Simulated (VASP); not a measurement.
Wanted: the native input for a VASP 6.6.1 run.

| Item | Value |
| --- | --- |
| Task | single point |
| Functional | BLYP |
| Potentials or basis | VASP PAW PBE potentials, release 64 (Cu, O) |
| Cutoff | 520 eV |
| k mesh | 10 × 10 × 5 |
| Occupations | fermi-dirac, width 0.05 eV |
| Spin | no spin polarisation |
| Dipole correction | no |
| Further INCAR settings | ALGO = Normal; EDIFF = 1e-06; NBANDS = 25 |

The structure of CuO (Tenorite) lies in POSCAR:

```
CuO
1.0
    2.3418500000     -1.7113000000      0.0000000000
    2.3418500000      1.7113000000      0.0000000000
   -0.8500274268      0.0000000000      5.0578693947
Cu O
2 2
Direct
    0.5000000000      0.0000000000      0.5000000000
    0.0000000000      0.5000000000      0.0000000000
    0.4184000000      0.5816000000      0.7500000000
    0.5816000000      0.4184000000      0.2500000000
```

These files were run (other wordings do the same):

INCAR

```
  PREC = Accurate
  ENCUT = 520
  EDIFF = 1E-6
  ISMEAR = -1
  SIGMA = 0.05
  LREAL = False
  LASPH = True
  NELM = 80
  ALGO = Normal
  ISIF = 2
  LWAVE = False
  LCHARG = False
  GGA = B5
  ALDAX = 1.0
  AGGAX = 1.0
  AGGAC = 1.0
  ALDAC = 0.0
  NBANDS = 25
```

KPOINTS

```
Automatic mesh
0
Gamma
  10 10 5
```

Potentials or basis: VASP PAW PBE potentials, release 64 (Cu, O).

Run with:

```console
$ cat potpaw_PBE.64/Cu/POTCAR potpaw_PBE.64/O/POTCAR > POTCAR
$ mpirun -np 1 vasp_std > vasp.out
```

Results of the run:

```json
{"Pressure": "13.4 GPa", "Largest force": "0.175 eV/Å", "Band gap on the k mesh": "zero (band 17 reaches 6.31 eV, above the bottom of band 18 at 5.72 eV)"}
```

Caveat: the PAW data sets were made with another functional, which shifts forces and pressure a little; semilocal functionals often make such compounds metallic where correlation or magnetic order opens a gap, which also shifts bond lengths.

It took 100 s on 1 thread of Intel(R) Xeon(R) Platinum 8375C CPU @ 2.90GHz (Ice Lake) (shared host), peak memory 0.25 GiB.
